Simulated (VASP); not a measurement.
A run of VASP 6.6.1:

INCAR

```
  PREC = Accurate
  ENCUT = 520
  EDIFF = 1E-7
  ISMEAR = 0
  SIGMA = 0.1
  LREAL = F
  LASPH = T
  NELM = 60
  ALGO = Normal
  ISIF = 2
  LWAVE = F
  LCHARG = F
  GGA = PE
  NBANDS = 20
```

File KPOINTS:

```
regular mesh
0
Gamma
  12 12 12
```

Contents of POSCAR:

```
SbS3
1.0
    0.0000000000      3.3417629565      3.3417629565
    3.3417629565      0.0000000000      3.3417629565
    3.3417629565      3.3417629565      0.0000000000
Sb S
1 3
Direct
    0.0000000000      0.0000000000      0.0000000000
    0.2500000000      0.2500000000      0.2500000000
    0.7500000000      0.7500000000      0.7500000000
    0.5000000000      0.5000000000      0.5000000000
```

Potentials or basis: VASP PAW PBE potentials, release 64 (Sb, S).

Launch:

```bash
$ cat potpaw_PBE.64/Sb/POTCAR potpaw_PBE.64/S/POTCAR > POTCAR
$ mpirun -np 1 vasp_std > vasp.out
```

Hardware: 1 thread of Intel(R) Xeon(R) Platinum 8488C (Sapphire Rapids), with other jobs on the host.

**Question.** Estimate the wall time of this run.

**Answer.** Wall time 53 s on 1 thread of Intel(R) Xeon(R) Platinum 8488C (Sapphire Rapids) (shared host), peak memory 0.25 GiB. Counts: scf iterations 15, k points 72.
